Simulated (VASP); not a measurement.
# Te2Mo in VASP: a series of runs

Runs on Te2Mo. Level: LDA. Tasks: single point.

Program: VASP 6.6.1. These are calculated values, not measurements. Logs are shortened: lines on timing, memory, paths and dates and some standing lists are left out, and cuts for length are marked.

## 1. The cell of the first run

The cell holds a slab with vacuum, 3 atoms: a = 3.467 Å, b = 3.467 Å, c = 17.520 Å, α = 90.00°, β = 90.00°, γ = 120.00°.

## 2. Single point, LDA (atom 3 (Mo) moved -0.060 Å along Cartesian [0 0 1])

INCAR reads:

```
ALGO     = Normal         # electronic algorithm
EDIFF    = 1E-6           # SCF threshold, eV
ENCUT    = 520            # plane-wave cutoff, eV
GGA      = CA             # functional
ISIF     = 2              # what is computed and relaxed
ISMEAR   = 0              # smearing method
LASPH    = T              # aspherical terms in the spheres
LCHARG   = F              # write CHGCAR
LREAL    = F              # projectors in reciprocal space
LWAVE    = F              # write WAVECAR
NBANDS   = 20             # bands
NELM     = 100            # most SCF steps
PREC     = Accurate       # precision mode
SIGMA    = 0.05           # smearing width, eV
```

KPOINTS reads:

```
k-points
0
Gamma
  12 12 2
```

POSCAR reads:

```
Te2Mo
1.0
    3.4665480215      0.0000000000      0.0000000000
   -1.7332740108      3.0021186501      0.0000000000
    0.0000000000      0.0000000000     17.5198113284
Te Mo
2 1
Direct
    0.3333333333      0.6666666667      0.8975342416
    0.3333333333      0.6666666667      0.1024657584
    0.0000000000      0.0000000000     -0.0034246944
```

Potentials or basis: VASP PAW LDA potentials, release 64 (Te, Mo_sv).

The run is started by

```console
cat potpaw_LDA.64/Te/POTCAR potpaw_LDA.64/Mo_sv/POTCAR > POTCAR
mpirun -np 1 vasp_std > vasp.out
```

OUTCAR:

```text
EDIFF = 1E-6
   ENCUT = 520
   GGA = CA
   ISIF = 2
   ISMEAR = 0
   LASPH = T
   LREAL = F
   NELM = 100
   PREC = Accurate

 ion  position               nearest neighbor table
   1  0.333  0.667  0.898-   3 2.65   3 2.65   3 2.65   2 3.59
   2  0.333  0.667  0.102-   3 2.73   3 2.73   3 2.73   1 3.59
   3  0.000  0.000  0.997-   1 2.65   1 2.65   1 2.65   2 2.73   2 2.73   2 2.73

  LATTYP: Found a hexagonal cell.
 ALAT       =     3.4665480215
 C/A-ratio  =     5.0539646991

  Lattice vectors:

 A1 = (   3.4665480215,   0.0000000000,   0.0000000000)
 A2 = (  -1.7332740108,   3.0021186501,   0.0000000000)
 A3 = (   0.0000000000,   0.0000000000,  17.5198113284)

Analysis of symmetry for initial positions (statically):
=====================================================================
 Subroutine PRICEL returns:
 Original cell was already a primitive cell.

 Routine SETGRP: Setting up the symmetry group for a
 hexagonal supercell.

 Subroutine GETGRP returns: Found  6 space group operations
 (whereof  6 operations were pure point group operations)
 out of a pool of 24 trial point group operations.

The static configuration has the point symmetry C_3v.

Analysis of symmetry for dynamics (positions and initial velocities):
=====================================================================
 Subroutine PRICEL returns:
 Original cell was already a primitive cell.

 Routine SETGRP: Setting up the symmetry group for a
 hexagonal supercell.

 Subroutine GETGRP returns: Found  6 space group operations
 (whereof  6 operations were pure point group operations)
 out of a pool of 24 trial point group operations.

The dynamic configuration has the point symmetry C_3v.

 Subroutine INISYM returns: Found  6 space group operations
 (whereof  6 operations are pure point group operations),
 and found     1 'primitive' translations

----------------------------------------------------------------------------------------

                                     Primitive cell

  volume of cell :     182.3285

  direct lattice vectors                    reciprocal lattice vectors
     3.466548021  0.000000000  0.000000000     0.288471411  0.166549047  0.000000000
    -1.733274011  3.002118650  0.000000000     0.000000000  0.333098094  0.000000000
     0.000000000  0.000000000 17.519811328     0.000000000  0.000000000  0.057078240

  length of vectors
[... 83 lines left out ...]
   NELM   =    100;   NELMIN=  2; NELMDL= -5     # of ELM steps
   EDIFF  = 0.1E-05   stopping-criterion for ELM
   LREAL  =      F    real-space projection
   EDIFFG = 0.1E-04   stopping-criterion for IOM
   NSW    =      0    number of steps for IOM
   IBRION =     -1    ionic relax: 0-MD 1-quasi-New 2-CG
   NFREE  =      0    steps in history (QN), initial steepest desc. (CG)
   ISIF   =      2    stress and relaxation
   ISYM   =      2    0-nonsym 1-usesym 2-fastsym
   POTIM  = 0.5000    time-step for ionic-motion
   TEBEG  =    0.0;   TEEND  =   0.0 temperature during run
   PSTRESS=    0.0 pullay stress
   NELECT =      26.0000    total number of electrons
   NUPDOWN=      -1.0000    fix difference up-down
   EMIN   =  10.00;   EMAX   =-10.00  energy-range for DOS
   EFERMI =   0.00;   METHOD = LEGACY
   ISMEAR =     0;   SIGMA  =   0.05  broadening in eV -4-tet -1-fermi 0-gaus
   EFERMI_NEDOS =   21; number of points for ismear=-14 and -15
   IALGO  =     38    algorithm
   IMIX   =      4    mixing-type and parameters
     AMIX     =   0.40;   BMIX     =  1.00
     AMIX_MAG =   1.60;   BMIX_MAG =  1.00
  volume/ion in A,a.u.               =      60.78       410.14
  Fermi-wavevector in a.u.,A,eV,Ry     =   0.855292  1.616268  9.952995  0.731525
  Thomas-Fermi vector in A             =   1.972019
   LORBIT       =      0    0 simple, 1 ext, 2 COOP (PROOUT), +10 PAW based schemes
   GGA     = CA    functional components
   LHFCALC =     F    Hartree Fock is set to
   AEXX    =    0.0000 exact exchange contribution
   IVDW    =     0    specifies the selected vdW correction
   LEPSILON=     F    determine dielectric tensor
   LRPA    =     F    only Hartree local field effects (RPA)
 non-spin polarized calculation
 Gauss-broadening in eV      SIGMA  =   0.05
  energy-cutoff  :      520.00
  volume of cell :      182.33
 maximum number of plane-waves:      4961
 NGX is ok and might be reduce to    28
   NGX = 13   NGY = 13   NGZ = 65

 number of electron      26.0000003 magnetization

 Free energy of the ion-electron system (eV)
  ---------------------------------------------------
  ext. energy  EPLUGINS =         0.00000000
  ---------------------------------------------------
  free energy    TOTEN  =       -20.42998197 eV

  energy without entropy =      -20.42998197  energy(sigma->0) =      -20.42998197

 E-fermi :   0.5271     XC(G=0):  -4.9477

 val. band max:        0.1587457468   @ k =   0.3333   0.3333   0.5000
 cond. band min:       1.4051371117   @ k =   0.3333   0.3333   0.0000
 fundamental gap:      1.2463913649
 Fermi energy:         0.5271232130

 k-point     1 :       0.0000    0.0000    0.0000
  band No.  band energies     occupation
      1     -60.0469      2.00000
      2     -34.4446      2.00000
      3     -34.2654      2.00000
      4     -34.2654      2.00000
      5     -12.6952      2.00000
      6     -11.6996      2.00000
[... 541 lines left out ...]
     19       6.1999      0.00000
     20       6.3089      0.00000

 [... further k-points ...]

------------------------ aborting loop because EDIFF is reached ----------------------------------------

  FORCE on cell =-STRESS in cart. coord.  units (eV):
  Direction    XX          YY          ZZ          XY          YZ          ZX
  --------------------------------------------------------------------------------------
  -------------------------------------------------------------------------------------
  Total        0.2039886      0.2039886      0.3027137     -0.0000000     -0.0000000      0.0000000
  in kB        1.7925117      1.7925117      2.6600404     -0.0000000     -0.0000000      0.0000000
  external PRESSURE =       2.0816879 kB  Pullay stress =       0.0000000 kB

 VOLUME and BASIS-vectors are now :
 -----------------------------------------------------------------------------
  energy-cutoff  :      520.00
  volume of cell :      182.33
      direct lattice vectors                 reciprocal lattice vectors
     3.466548021  0.000000000  0.000000000     0.288471411  0.166549047  0.000000000
    -1.733274011  3.002118650  0.000000000     0.000000000  0.333098094  0.000000000
     0.000000000  0.000000000 17.519811328     0.000000000  0.000000000  0.057078240

 POSITION                                       TOTAL-FORCE (eV/Angst)
 -----------------------------------------------------------------------------------
     -0.00000      2.00141     15.72463        -0.000000      0.000000     -0.809862
     -0.00000      2.00141      1.79518         0.000000     -0.000000     -0.587502
      0.00000      0.00000     17.45981         0.000000      0.000000      1.397363
 -----------------------------------------------------------------------------------
    total drift:                                0.000000     -0.000000     -0.000119

  FREE ENERGIE OF THE ION-ELECTRON SYSTEM (eV)
  ---------------------------------------------------
  free  energy   TOTEN  =       -20.4299819728 eV

  energy  without entropy=      -20.4299819728  energy(sigma->0) =      -20.42998197
```

stdout:

```text
POSCAR found type information on POSCAR TeMo
 POSCAR found :  2 types and       3 ions
 scaLAPACK will be used
 LDA part: xc-table for (Slater(with rela. corr.)+CA(PZ))
 , standard interpolation
 POSCAR, INCAR and KPOINTS ok, starting setup
 FFT: planning ... GRIDC
 FFT: planning ... GRID_SOFT
 FFT: planning ... GRID
 WAVECAR not read
 entering main loop
```

Wall time 3.2 min (1 thread of Intel Xeon Platinum 8488C (Sapphire Rapids), shared host); peak memory 0.33 GiB.

Results:

```yaml
Free_energy: -20.4300 eV
Largest_force: 1.397 eV/Å
Band_gap_on_the_k_mesh: 1.25 eV
```

Forces in eV/Å, atoms in the order of the input:
```
Te   0.000  0.000 -0.810
Te   0.000  0.000 -0.588
Mo   0.000  0.000  1.397
```

Caveat: the cell differs from its parent crystal (atom 3 (Mo) moved -0.060 Å along Cartesian [0 0 1]); there is no dipole correction, which matters where the two faces differ; spin-orbit coupling is left out, which moves the levels of the heavy elements.

## 3. Single point, LDA (atom 3 (Mo) moved +0.040 Å along Cartesian [0 0 1])

INCAR reads:

```
SYSTEM = Te2Mo
PREC = Accurate ; ENCUT = 520
EDIFF = 1E-6 ; ISMEAR = 0
SIGMA = 0.05 ; LREAL = .False.
LASPH = .True. ; NELM = 80
ALGO = Normal ; ISIF = 2
LWAVE = .False. ; LCHARG = .True.
LELF = .True. ; LVHAR = .True.
NBANDS = 20
```

KPOINTS reads:

```
regular mesh
0
Gamma
  12 12 2
  0 0 0
```

POSCAR, as its differences from that of step 2:

```diff
@@ -10,2 +10,2 @@
     0.3333333333      0.6666666667      0.1024657584
-    0.0000000000      0.0000000000     -0.0034246944
+    0.0000000000      0.0000000000      0.0022831296
```

Potentials or basis: VASP PAW LDA potentials, release 64 (Te, Mo_sv).

The run is started by

```console
cat potpaw_LDA.64/Te/POTCAR potpaw_LDA.64/Mo_sv/POTCAR > POTCAR
mpirun -np 1 vasp_std > vasp.out
```

Wall time 3.3 min (1 thread of Intel Xeon Platinum 8488C (Sapphire Rapids), shared host); peak memory 0.33 GiB.

Results (log left out):

| Item | Value |
| --- | --- |
| Free energy | -20.4533 eV |
| Largest force | 0.931 eV/Å |
| Band gap on the k mesh | 1.24 eV |

Forces on the atoms (eV/Å):
```
Te   0.000  0.000  0.386
Te   0.000  0.000  0.545
Mo   0.000  0.000 -0.931
```

Levels at points of the mesh, in eV from the valence-band top:
| k point | band 11 | band 12 | band 13 | band 14 | band 15 | band 16 |
| --- | --- | --- | --- | --- | --- | --- |
| (0.00, 0.00, 0.00) | -0.81 | -0.81 | -0.56 | 3.35 | 3.35 | 3.73 |
| (0.50, 0.00, 0.00) | -1.67 | -0.75 | -0.13 | 1.59 | 1.89 | 3.43 |
| (0.00, 0.00, 0.50) | -0.81 | -0.81 | -0.56 | 3.35 | 3.35 | 3.73 |
| (0.50, 0.00, 0.50) | -1.67 | -0.75 | -0.13 | 1.59 | 1.89 | 3.43 |

Caveat: the cell differs from its parent crystal (atom 3 (Mo) moved +0.040 Å along Cartesian [0 0 1]); there is no dipole correction, which matters where the two faces differ; spin-orbit coupling is left out, which moves the levels of the heavy elements.
